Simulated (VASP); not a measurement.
Wanted: the native input for a VASP 6.6.1 run.

| Item | Value |
| --- | --- |
| Task | relaxation of cell and atoms |
| Functional | PBE |
| Potentials or basis | VASP PAW PBE potentials, release 64 (Ca_sv, Os) |
| Cutoff | 600 eV |
| k mesh | 16 × 16 × 16 |
| Occupations | gaussian, width 0.1 eV |
| Spin | no spin polarisation |
| Dipole correction | no |
| Further INCAR settings | ALGO = Fast; EDIFF = 1e-06; IBRION = 2; EDIFFG = -0.01; NSW = 100; ISIF = 3 |

The structure of CaOs lies in POSCAR:

```
CaOs
1.0
    0.0000000000      2.8973661274      2.8973661274
    2.8973661274      0.0000000000      2.8973661274
    2.8973661274      2.8973661274      0.0000000000
Ca Os
1 1
Direct
    0.0000000000      0.0000000000      0.0000000000
    0.5000000000      0.5000000000      0.5000000000
```

One way to write it, as run:

INCAR

```
  PREC = Accurate
  ENCUT = 600
  EDIFF = 1E-6
  ISMEAR = 0
  SIGMA = 0.1
  LREAL = F
  LASPH = T
  NELM = 80
  ALGO = Fast
  ISIF = 3
  LWAVE = F
  LCHARG = F
  GGA = PE
  IBRION = 2
  NSW = 100
  EDIFFG = -0.01
```

KPOINTS

```
Automatic mesh
0
Gamma
  16 16 16
```

Potentials or basis: VASP PAW PBE potentials, release 64 (Ca_sv, Os).

Run with:

```bash
$ cat potpaw_PBE.64/Ca_sv/POTCAR potpaw_PBE.64/Os/POTCAR > POTCAR
$ mpirun -np 1 vasp_std > vasp.out
```

It gave:

* Relaxed volume: 24.43 Å³/atom
* Relaxed cell: a = 4.103 Å, b = 4.103 Å, c = 4.103 Å, α = 60.00°, β = 60.00°, γ = 60.00°
* Space group after relaxing (to 0.1 Å): Fm-3m (No. 225)
* Energy gained by relaxing: 0.0 meV/atom
* Ionic steps: 2
* Pressure after relaxing: 0.0 GPa
* Band gap on the k mesh: zero (bands 9 and 10 overlap by 1.49 eV)

Caveat: spin-orbit coupling is left out, which moves the levels of the heavy elements.

Wall time 7.7 min on 1 thread of Intel Xeon 8259CL, on a shared host, peak memory 0.32 GiB.
